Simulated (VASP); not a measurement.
Here is a VASP 6.6.1 calculation.

File POSCAR:

```
GaN
1.0
    3.1799996605      0.0000000000      0.0000000000
   -1.5899998303      2.8641189096      0.0000000000
    0.0000000000      0.0000000000      5.1660000000
Ga N
2 2
Direct
    0.3333333333      0.6666666667      0.0000000000
    0.6666666667      0.3333333333      0.5000000000
    0.3333333333      0.6666666667      0.3750000000
    0.6666666667      0.3333333333      0.8750000000
```

Contents of INCAR.step1:

```
SYSTEM = GaN
PREC = Accurate
ENCUT = 520
ISMEAR = 0
SIGMA = 0.05
LREAL = .False.
LASPH = .True.
NELM = 60
NBANDS = 26
GGA = PE
ALGO = Normal
EDIFF = 1E-4
LWAVE = .True.
LCHARG = .False.
```

File INCAR.step2:

```
SYSTEM = GaN
PREC = Accurate
ENCUT = 520
EDIFF = 1E-7
ISMEAR = 0
SIGMA = 0.05
LREAL = .False.
LASPH = .True.
NELM = 60
ALGO = Normal
ISIF = 2
LWAVE = .False.
LCHARG = .False.
METAGGA = R2SCAN
LMIXTAU = .True.
NBANDS = 26
ISTART = 1
```

KPOINTS

```
Automatic mesh
0
Gamma
  12 12 6
  0 0 0
```

Potentials or basis: VASP PAW PBE potentials, release 64 (Ga_d, N).

The run is started by

```console
$ cat potpaw_PBE.64/Ga_d/POTCAR potpaw_PBE.64/N/POTCAR > POTCAR
$ cp INCAR.step1 INCAR
$ mpirun -np 1 vasp_std > vasp.out
$ cp INCAR.step2 INCAR
$ mpirun -np 1 vasp_std > vasp.out
```

(1) Predict the largest force.

(2) Predict the band gap on the k mesh.

(3) Predict the pressure.

Results:

(1) 0.412 eV/Å.

(2) 2.04 eV.

(3) -4.9 GPa.

Caveat: the cell differs from its parent crystal (strain +0.0400 x Voigt [0, 1, 0, 0, 0, 0]); the cell stands under tension; the PAW data sets were made with another functional, which shifts forces and pressure a little.
